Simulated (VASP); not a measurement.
The system is Ta2C.

```
Ta C
1.0
     1.59021    0.91811    4.80284
    -1.59021    0.91811    4.80284
     0.00000   -1.83622    4.80284
Ta C
2 1
Direct
  0.75000 0.75000 0.75000
  0.25000 0.25000 0.25000
  0.00000 0.00000 0.00000
```

| Property | Result |
| --- | --- |
| Program | VASP 6.6.1 |
| Task | relaxation of cell and atoms |
| Functional | r2SCAN |
| Potentials or basis | VASP PAW PBE potentials, release 64 (Ta_pv, C) |
| Cutoff | 600 eV |
| k mesh | 6 × 6 × 6 |
| Occupations | gaussian, width 0.1 eV |
| Spin | no spin polarisation |

At the start: pressure -2.4 GPa; volume 14.02 Å³/atom.

Question: How do energy, volume and symmetry change on relaxing?

Answer: Over 8 steps the energy falls by 30.4 meV/atom and the volume is 13.92 Å³/atom (-0.7 %); space group R-3m (No. 166, to 0.1 Å) before and after.

The path:
```csv
step,energy change (eV),largest force (eV/Å),pressure (GPa),volume (Å³)
1,0.0000,0.6034,-2.38,42.07
2,-0.0386,0.9222,9.42,40.77
3,-0.0593,0.3215,4.68,41.26
4,-0.0642,0.0973,-5.51,42.82
5,-0.0869,0.2640,-0.98,42.11
6,-0.0907,0.0001,-0.13,41.84
7,-0.0909,0.0443,-0.28,41.89
8,-0.0912,0.0214,0.38,41.77
```

Final structure:
```cif
data_structure
_symmetry_space_group_name_H-M 'P 1'
_symmetry_Int_Tables_number 1
_cell_length_a 5.3251
_cell_length_b 5.3251
_cell_length_c 5.3251
_cell_angle_alpha 33.860
_cell_angle_beta 33.860
_cell_angle_gamma 33.860
_cell_volume 41.77
loop_
_atom_site_label
_atom_site_type_symbol
_atom_site_fract_x
_atom_site_fract_y
_atom_site_fract_z
_atom_site_occupancy
Ta1 Ta 0.74936 0.74936 0.74936 1
Ta2 Ta 0.25064 0.25064 0.25064 1
C1 C 0.00000 0.00000 0.00000 1
```

Caveat: the k points lie up to 0.40 Å⁻¹ apart in the final cell, too coarse for converged energies and pressures of a metal; the PAW data sets were made with another functional, which shifts forces and pressure a little.
